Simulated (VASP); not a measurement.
# GaW (P-6m2) in VASP: single point with PBEsol

Aim: the single point of GaW with PBEsol.

Everything below comes from runs of VASP 6.6.1. Logs are shortened: lines on timing, memory, paths and dates and some standing lists are left out, and cuts for length are marked.

### Step 1. The cell of the first run

The structure is hexagonal, space group P-6m2 (No. 187). The conventional cell has a = 3.284 Å, b = 3.284 Å, c = 3.204 Å, α = 90.00°, β = 90.00°, γ = 120.00°. W (site symmetry -6m2) has 6 Ga at 2.48 Å and 8 W at 3.20 to 3.28 Å within 3.3 Å. Ga (site symmetry -6m2) has 6 W at 2.48 Å and 8 Ga at 3.20 to 3.28 Å within 3.3 Å.

### Step 2. Single point, PBEsol

File INCAR:

```
SYSTEM = GaW
ALGO     = Normal         ! electronic algorithm
EDIFF    = 1E-7           ! SCF threshold, eV
ENCUT    = 520            ! plane-wave cutoff, eV
GGA      = PS             ! functional
ISIF     = 2              ! what is computed and relaxed
ISMEAR   = -1             ! smearing method
LASPH    = .TRUE.         ! aspherical terms in the spheres
LCHARG   = .TRUE.         ! write CHGCAR
LELF     = .TRUE.         ! ELF
LREAL    = .FALSE.        ! projectors in reciprocal space
LVHAR    = .TRUE.       
LWAVE    = .FALSE.        ! write WAVECAR
NBANDS   = 20             ! bands
NELM     = 60             ! most SCF steps
PREC     = Accurate       ! precision mode
SIGMA    = 0.1            ! smearing width, eV
```

File KPOINTS:

```
k-points
0
G
  12 12 10
  0 0 0
```

File POSCAR:

```
GaW
1.0
    3.2843260000      0.0000000000      0.0000000000
   -1.6421630000      2.8443140000      0.0000000000
    0.0000000000      0.0000000000      3.2035990000
W Ga
1 1
Direct
    0.0000000000      0.0000000000      0.0000000000
    0.6666700000      0.3333300000      0.5000000000
```

Potentials or basis: VASP PAW PBE potentials, release 64 (W_sv, Ga_d).

Command:

```console
$ cat potpaw_PBE.64/W_sv/POTCAR potpaw_PBE.64/Ga_d/POTCAR > POTCAR
$ mpirun -np 1 vasp_std > vasp.out
```

OUTCAR:

```text
SYSTEM = GaW
   EDIFF = 1E-7
   ENCUT = 520
   GGA = PS
   ISIF = 2
   ISMEAR = -1
   LASPH = .TRUE.
   LREAL = .FALSE.
   NELM = 60
   PREC = Accurate

 ion  position               nearest neighbor table
   1  0.000  0.000  0.000-   2 2.48   2 2.48   2 2.48   2 2.48   2 2.48   2 2.48
   2  0.667  0.333  0.500-   1 2.48   1 2.48   1 2.48   1 2.48   1 2.48   1 2.48

  LATTYP: Found a hexagonal cell.
 ALAT       =     3.2843260000
 C/A-ratio  =     0.9754205277

  Lattice vectors:

 A1 = (   3.2843260000,   0.0000000000,   0.0000000000)
 A2 = (  -1.6421630000,   2.8443140000,   0.0000000000)
 A3 = (   0.0000000000,   0.0000000000,   3.2035990000)

Analysis of symmetry for initial positions (statically):
=====================================================================
 Subroutine PRICEL returns:
 Original cell was already a primitive cell.

 Routine SETGRP: Setting up the symmetry group for a
 hexagonal supercell.

 Subroutine GETGRP returns: Found  4 space group operations
 (whereof  4 operations were pure point group operations)
 out of a pool of 24 trial point group operations.

The static configuration has the point symmetry C_2v.

Analysis of symmetry for dynamics (positions and initial velocities):
=====================================================================
 Subroutine PRICEL returns:
 Original cell was already a primitive cell.

 Routine SETGRP: Setting up the symmetry group for a
 hexagonal supercell.

 Subroutine GETGRP returns: Found  4 space group operations
 (whereof  4 operations were pure point group operations)
 out of a pool of 24 trial point group operations.

The dynamic configuration has the point symmetry C_2v.

 Subroutine INISYM returns: Found  4 space group operations
 (whereof  4 operations are pure point group operations),
 and found     1 'primitive' translations

----------------------------------------------------------------------------------------

                                     Primitive cell

  volume of cell :      29.9269

  direct lattice vectors                    reciprocal lattice vectors
     3.284326000  0.000000000  0.000000000     0.304476474  0.175789312  0.000000000
    -1.642163000  2.844314000  0.000000000     0.000000000  0.351578623  0.000000000
     0.000000000  0.000000000  3.203599000     0.000000000  0.000000000  0.312148930

  length of vectors
     3.284326000  3.284329680  3.203599000     0.351579017  0.351578623  0.312148930

  position of ions in fractional coordinates (direct lattice)
     0.000000000  0.000000000  0.000000000
     0.666670000  0.333330000  0.500000000

  ion indices of the primitive-cell ions
   primitive index   ion index
                 1           1
                 2           2

----------------------------------------------------------------------------------------

 KPOINTS: k-points

Automatic generation of k-mesh.
 Grid dimensions read from file:
 generate k-points for:   12   12   10

 Generating k-lattice:

  Cartesian coordinates                     Fractional coordinates (reciprocal lattice)
     0.025373040  0.014649109  0.000000000     0.083333333  0.000000000  0.000000000
     0.000000000  0.029298219  0.000000000     0.000000000  0.083333333  0.000000000
     0.000000000  0.000000000  0.031214893     0.000000000  0.000000000  0.100000000

  Length of vectors
     0.029298251  0.029298219  0.031214893

  Shift w.r.t. Gamma in fractional coordinates (k-lattice)
     0.000000000  0.000000000  0.000000000

 Subroutine IBZKPT returns following result:
 ===========================================

 Found    258 irreducible k-points:

 Following reciprocal coordinates:
            Coordinates               Weight
  0.000000  0.000000  0.000000      1.000000
  0.083333 -0.000000  0.000000      4.000000
 -0.083333  0.083333  0.000000      2.000000
  0.166667 -0.000000  0.000000      4.000000
 -0.166667  0.166667  0.000000      2.000000
  0.250000 -0.000000  0.000000      4.000000
[... 16 lines left out ...]
 -0.083333  0.416667  0.000000      4.000000
 -0.416667  0.333333  0.000000      4.000000
 [... further k-points ...]
   k-points           NKPTS =    258   k-points in BZ     NKDIM =    258   number of bands    NBANDS=     20
   number of dos      NEDOS =    301   number of ions     NIONS =      2
   total plane-waves  NPLWV =  13824
   dimension x,y,z NGX =    24 NGY =   24 NGZ =   24
   dimension x,y,z NGXF=    48 NGYF=   48 NGZF=   48
   ions per type =               1   1
   NGX,Y,Z   is equivalent  to a cutoff of  12.15, 12.15, 12.45 a.u.
   NGXF,Y,Z  is equivalent  to a cutoff of  24.30, 24.30, 24.91 a.u.
 SYSTEM =  GaW
   PREC   = accura    normal or accurate (medium, high low for compatibility)
   ISTART =      0    job   : 0-new  1-cont  2-samecut
   ICHARG =      2    charge: 1-file 2-atom 10-const
   ISPIN  =      1    spin polarized calculation?
   LNONCOLLINEAR =      F non collinear calculations
   LSORBIT =      F    spin-orbit coupling
   LASPH  =      T    aspherical Exc in radial PAW
   ENCUT  =  520.0 eV  38.22 Ry    6.18 a.u.   6.11  6.11  5.96*2*pi/ulx,y,z
   NELM   =     60;   NELMIN=  2; NELMDL= -5     # of ELM steps
   EDIFF  = 0.1E-06   stopping-criterion for ELM
   LREAL  =      F    real-space projection
   EDIFFG = 0.1E-05   stopping-criterion for IOM
   NSW    =      0    number of steps for IOM
   IBRION =     -1    ionic relax: 0-MD 1-quasi-New 2-CG
   NFREE  =      0    steps in history (QN), initial steepest desc. (CG)
   ISIF   =      2    stress and relaxation
   ISYM   =      2    0-nonsym 1-usesym 2-fastsym
   POTIM  = 0.5000    time-step for ionic-motion
   TEBEG  =    0.0;   TEEND  =   0.0 temperature during run
   PSTRESS=    0.0 pullay stress
   NELECT =      27.0000    total number of electrons
   NUPDOWN=      -1.0000    fix difference up-down
   EMIN   =  10.00;   EMAX   =-10.00  energy-range for DOS
   EFERMI =   0.00;   METHOD = LEGACY
   ISMEAR =    -1;   SIGMA  =   0.10  broadening in eV -4-tet -1-fermi 0-gaus
   EFERMI_NEDOS =   21; number of points for ismear=-14 and -15
   IALGO  =     38    algorithm
   IMIX   =      4    mixing-type and parameters
     AMIX     =   0.40;   BMIX     =  1.00
     AMIX_MAG =   1.60;   BMIX_MAG =  1.00
  volume/ion in A,a.u.               =      14.96       100.98
  Fermi-wavevector in a.u.,A,eV,Ry     =   1.581887  2.989333 34.046760  2.502366
  Thomas-Fermi vector in A             =   2.681894
   LORBIT       =      0    0 simple, 1 ext, 2 COOP (PROOUT), +10 PAW based schemes
   GGA     = PS    functional components
   LHFCALC =     F    Hartree Fock is set to
   AEXX    =    0.0000 exact exchange contribution
   IVDW    =     0    specifies the selected vdW correction
   LEPSILON=     F    determine dielectric tensor
   LRPA    =     F    only Hartree local field effects (RPA)
 non-spin polarized calculation
  energy-cutoff  :      520.00
  volume of cell :       29.93
 maximum number of plane-waves:       828
   NGX = 13   NGY = 13   NGZ = 11

 number of electron      27.0000011 magnetization

 Free energy of the ion-electron system (eV)
  ---------------------------------------------------
  ext. energy  EPLUGINS =         0.00000000
  ---------------------------------------------------
  free energy    TOTEN  =       -15.52549856 eV

  energy without entropy =      -15.46367323  energy(sigma->0) =      -15.49458590

 E-fermi :   8.7895     XC(G=0): -13.1980

 val. band max:        8.7878032700   @ k =   0.1667  -0.0000   0.2000
 cond. band min:       8.7896086216   @ k =  -0.0833   0.1667   0.4000
 fundamental gap:      0.0018053516
 Fermi energy:         8.7894871683

 k-point     1 :       0.0000    0.0000    0.0000
  band No.  band energies     occupation
      1     -64.5479      2.00000
      2     -28.7517      2.00000
      3     -28.7516      2.00000
      4     -28.6556      2.00000
      5      -5.3112      2.00000
      6      -5.1450      2.00000
[... 12 lines left out ...]
     19      18.4584      0.00000
     20      21.1113      0.00000

 k-point     2 :       0.0833   -0.0000    0.0000
  band No.  band energies     occupation
      1     -64.5472      2.00000
      2     -28.7680      2.00000
      3     -28.7555      2.00000
      4     -28.6539      2.00000
      5      -5.3040      2.00000
      6      -5.1478      2.00000
[... 12 lines left out ...]
     19      18.2611      0.00000
     20      21.3264      0.00000

 k-point     3 :      -0.0833    0.0833    0.0000
  band No.  band energies     occupation
      1     -64.5472      2.00000
      2     -28.7680      2.00000
      3     -28.7555      2.00000
      4     -28.6539      2.00000
      5      -5.3040      2.00000
      6      -5.1478      2.00000
[... 12 lines left out ...]
     19      18.2611      0.00000
     20      21.3263      0.00000

 k-point     4 :       0.1667   -0.0000    0.0000
  band No.  band energies     occupation
      1     -64.5453      2.00000
      2     -28.8123      2.00000
      3     -28.7659      2.00000
      4     -28.6493      2.00000
      5      -5.2861      2.00000
      6      -5.1557      2.00000
[... 12 lines left out ...]
     19      19.1085      0.00000
     20      21.6316      0.00000

 k-point     5 :      -0.1667    0.1667    0.0000
  band No.  band energies     occupation
      1     -64.5453      2.00000
      2     -28.8123      2.00000
      3     -28.7659      2.00000
      4     -28.6493      2.00000
      5      -5.2861      2.00000
      6      -5.1557      2.00000
[... 12 lines left out ...]
     19      19.1085      0.00000
     20      21.6316      0.00000
[... 353 lines left out ...]
      6      -5.1802      2.00000
[... 12 lines left out ...]
     19      20.1241      0.00000
     20      22.2824      0.00000

 k-point    22 :       0.3333    0.0833    0.0000
  band No.  band energies     occupation
      1     -64.5384      2.00000
      2     -28.9534      2.00000
      3     -28.8089      2.00000
      4     -28.6335      2.00000
      5      -5.2562      2.00000
      6      -5.1924      2.00000
[... 12 lines left out ...]
     19      19.5905      0.00000
     20      21.7871      0.00000

 k-point    23 :      -0.0833    0.4167    0.0000
  band No.  band energies     occupation
      1     -64.5384      2.00000
      2     -28.9534      2.00000
      3     -28.8089      2.00000
      4     -28.6335      2.00000
      5      -5.2562      2.00000
      6      -5.1924      2.00000
[... 12 lines left out ...]
     19      19.5905      0.00000
     20      21.7871      0.00000

 k-point    24 :      -0.4167    0.3333    0.0000
  band No.  band energies     occupation
      1     -64.5384      2.00000
      2     -28.9534      2.00000
      3     -28.8089      2.00000
      4     -28.6335      2.00000
      5      -5.2562      2.00000
      6      -5.1924      2.00000
[... 12 lines left out ...]
     19      19.5905      0.00000
     20      21.7871      0.00000

 [... further k-points ...]

------------------------ aborting loop because EDIFF is reached ----------------------------------------

  FORCE on cell =-STRESS in cart. coord.  units (eV):
  Direction    XX          YY          ZZ          XY          YZ          ZX
  --------------------------------------------------------------------------------------
  -------------------------------------------------------------------------------------
  Total        1.8597716      1.8594456      7.5853900     -0.0002872      0.0000000      0.0000000
  in kB       99.5653564     99.5479005    406.0939797     -0.0153749      0.0000000      0.0000000
  external PRESSURE =     201.7357456 kB  Pullay stress =       0.0000000 kB

 VOLUME and BASIS-vectors are now :
 -----------------------------------------------------------------------------
  energy-cutoff  :      520.00
  volume of cell :       29.93
      direct lattice vectors                 reciprocal lattice vectors
     3.284326000  0.000000000  0.000000000     0.304476474  0.175789312  0.000000000
    -1.642163000  2.844314000  0.000000000     0.000000000  0.351578623  0.000000000
     0.000000000  0.000000000  3.203599000     0.000000000  0.000000000  0.312148930

 POSITION                                       TOTAL-FORCE (eV/Angst)
 -----------------------------------------------------------------------------------
      0.00000      0.00000      0.00000         0.000189     -0.000109      0.000000
      1.64218      0.94810      1.60180        -0.000189      0.000109      0.000000
 -----------------------------------------------------------------------------------
    total drift:                                0.000042      0.000074      0.000000

  FREE ENERGIE OF THE ION-ELECTRON SYSTEM (eV)
  ---------------------------------------------------
  free  energy   TOTEN  =       -15.5254985641 eV

  energy  without entropy=      -15.4636732274  energy(sigma->0) =      -15.49458590
```

Run time: 69 s. Hardware: 1 thread of AMD EPYC 7R13 (Zen 3), shared host; peak memory 0.24 GiB.

What came out:

- Free energy: -15.5255 eV
- Pressure: 20.2 GPa
- Band gap on the k mesh: zero (an odd number of electrons rules out a gap without spin polarisation)

Caveat: the cell stands under pressure; the PAW data sets were made with another functional, which shifts forces and pressure a little; spin-orbit coupling is left out, which moves the levels of the heavy elements.
